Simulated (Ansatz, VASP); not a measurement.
BaS in VASP and in Ansatz

INCAR

```
SYSTEM = BaS
  PREC = Accurate
  ENCUT = 520
  EDIFF = 1E-8
  ISMEAR = -1
  SIGMA = 0.08
  LREAL = .False.
  LASPH = .True.
  NELM = 100
  ALGO = Normal
  ISIF = 2
  LWAVE = .False.
  LCHARG = .False.
  GGA = PE
  LEFG = .True.
  NBANDS = 15
```

The input KPOINTS:

```
regular mesh
0
Gamma
  9 9 9
  0 0 0
```

File POSCAR:

```
BaS
1.0
    0.0000000000      3.5850977816      3.5850977816
    3.5850977816      0.0000000000      3.5850977816
    3.5850977816      3.5850977816      0.0000000000
Ba S
1 1
Direct
    0.0000000000      0.0000000000      0.0000000000
    0.2500000000      0.2500000000      0.2500000000
```

Input for Ansatz:

```yaml
crystal:
  lattice:
    - [0.0, 3.5850977816, 3.5850977816]
    - [3.5850977816, 0.0, 3.5850977816]
    - [3.5850977816, 3.5850977816, 0.0]
  atoms:
    - { symbol: Ba, position: [0.0, 0.0, 0.0] }
    - { symbol: S, position: [0.25, 0.25, 0.25] }
kpoints:
  mp_grid: { grid: [9, 9, 9] }
scf:
  occupations: { method: fermi_dirac, width: 0.08 }
hamiltonian:
  xc: pbe
  pseudopotentials: { kind: paw }
output:
  forces: true
  stress: true
  eigenvalues: true
  efg: { contact_densities: true }
```

Change from the starting cell: volume scaled by 1.06, PAW files.

Alike in both runs: task electric field gradients; functional PBE; k mesh 9 × 9 × 9; occupations fermi-dirac, width 0.08 eV; no spin polarisation.

|  | VASP | Ansatz |
| --- | --- | --- |
| version | VASP 6.6.1 | Ansatz 0.2.0 |
| potentials or method | VASP PAW PBE potentials, release 64 (Ba_sv, S) | PAW with Ansatz's default frozen-core files, scalar-relativistic |
| plane-wave cutoff (eV) | 520 | 420 |
| valence electrons in the cell | 16 | 16 |

|  | VASP | Ansatz | Ansatz less VASP |
| --- | --- | --- | --- |
| pressure (GPa) | -1.1 | -1.4 | -0.34 |

Neither program's run includes spin-orbit coupling.
